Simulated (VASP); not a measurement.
Ga3PN2:

```
N P Ga
1.0
     3.20850    0.00000    0.00000
    -1.60425    2.77865    0.00000
     0.00000    0.00000    7.85920
N P Ga
2 1 3
Direct
  0.00000 0.00000 0.00000
  0.33333 0.66667 0.33333
  0.66667 0.33333 0.66667
  0.33333 0.66667 0.08333
  0.66667 0.33333 0.41667
  0.00000 0.00000 0.75000
```

* Program: VASP 6.6.1
* Task: relaxation of cell and atoms
* Functional: PBE
* Potentials or basis: VASP PAW PBE potentials, release 64 (N, P, Ga_d)
* Cutoff: 600 eV
* k mesh: 12 × 12 × 4
* Occupations: fermi-dirac, width 0.02 eV
* Spin: no spin polarisation

At the start: pressure 51.9 GPa; volume 11.68 Å³/atom.

Task: How do energy, volume and symmetry change on relaxing?

Result: Over 23 steps the energy falls by 645.0 meV/atom and the volume is 14.56 Å³/atom (+24.6 %); space group P3m1 (No. 156, to 0.05 Å).

Step by step:
| step | energy change (eV) | largest force (eV/Å) | pressure (GPa) | volume (Å³) |
| --- | --- | --- | --- | --- |
| 1 | 0.0000 | 6.8998 | 51.95 | 70.07 |
| 2 | -1.5671 | 1.6192 | -17.31 | 115.90 |
| 3 | -3.5759 | 1.3785 | -3.16 | 91.04 |
| 4 | -3.5830 | 1.3594 | -2.13 | 90.19 |
| 5 | -3.5839 | 1.3480 | -1.46 | 89.68 |
| 6 | -3.7704 | 0.7819 | -1.35 | 88.82 |
| 7 | -3.8175 | 0.8936 | -0.97 | 88.14 |
| 8 | -3.8605 | 0.3738 | 1.13 | 86.55 |
| 9 | -3.8638 | 0.2670 | 0.59 | 86.89 |
| 10 | -3.8696 | 0.0634 | -0.22 | 87.46 |
| 11 | -3.8697 | 0.0374 | -0.09 | 87.40 |
| 12 | -3.8697 | 0.0413 | -0.16 | 87.41 |
| 13 | -3.8697 | 0.0308 | 0.14 | 87.28 |
| 14 | -3.8698 | 0.0265 | -0.02 | 87.32 |
| 15 | -3.8698 | 0.0246 | -0.01 | 87.31 |
| 16 | -3.8698 | 0.0100 | 0.07 | 87.29 |
| 17 | -3.8698 | 0.0102 | 0.05 | 87.29 |
| 18 | -3.8698 | 0.0088 | -0.08 | 87.33 |
| 19 | -3.8698 | 0.0061 | 0.02 | 87.31 |
| 20 | -3.8698 | 0.0086 | 0.01 | 87.32 |
| 21 | -3.8698 | 0.0032 | -0.06 | 87.33 |
| 22 | -3.8698 | 0.0069 | 0.04 | 87.33 |
| 23 | -3.8698 | 0.0029 | -0.01 | 87.33 |

Final structure:
```xyz
6
Lattice="3.4319 0.0000 0.0000 -1.7159 2.9721 0.0000 0.0000 0.0000 8.5621" Properties=species:S:1:pos:R:3 pbc="T T T"
N     0.0000    0.0000    0.1385
N     0.0000    1.9814    2.7019
P     1.7159    0.9907    5.6683
Ga    0.0000    1.9814    0.7269
Ga    1.7159    0.9907    3.2952
Ga    0.0000    0.0000    6.7338
```

Caveat: the volume moved by over 15 % at a fixed basis, so the end points are rough.
